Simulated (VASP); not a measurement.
Input of a VASP 6.6.1 run:

File INCAR:

```
SYSTEM = Ru
PREC = Accurate
ENCUT = 520
EDIFF = 1E-7
ISMEAR = -1
SIGMA = 0.05
LREAL = .False.
LASPH = .True.
NELM = 60
ALGO = Normal
ISIF = 2
LWAVE = .False.
LCHARG = .False.
GGA = PE
NBANDS = 13
```

KPOINTS

```
regular mesh
0
Gamma
  16 16 16
  0 0 0
```

File POSCAR:

```
Ru
1.0
    0.0000000000      1.8762399469      1.8762399469
    1.8762399469      0.0000000000      1.8762399469
    1.8762399469      1.8762399469      0.0000000000
Ru
1
Direct
    0.0000000000      0.0000000000      0.0000000000
```

Potentials or basis: VASP PAW PBE potentials, release 64 (Ru_pv).

Command:

```console
$ cat potpaw_PBE.64/Ru_pv/POTCAR > POTCAR
$ mpirun -np 1 vasp_std > vasp.out
```

**Question.** What does it give for the band gap on the k mesh?

**Answer.** Zero (band 7 reaches 15.62 eV, above the bottom of band 8 at 11.86 eV).

**Question.** Estimate the pressure.

**Answer.** 15.8 GPa.
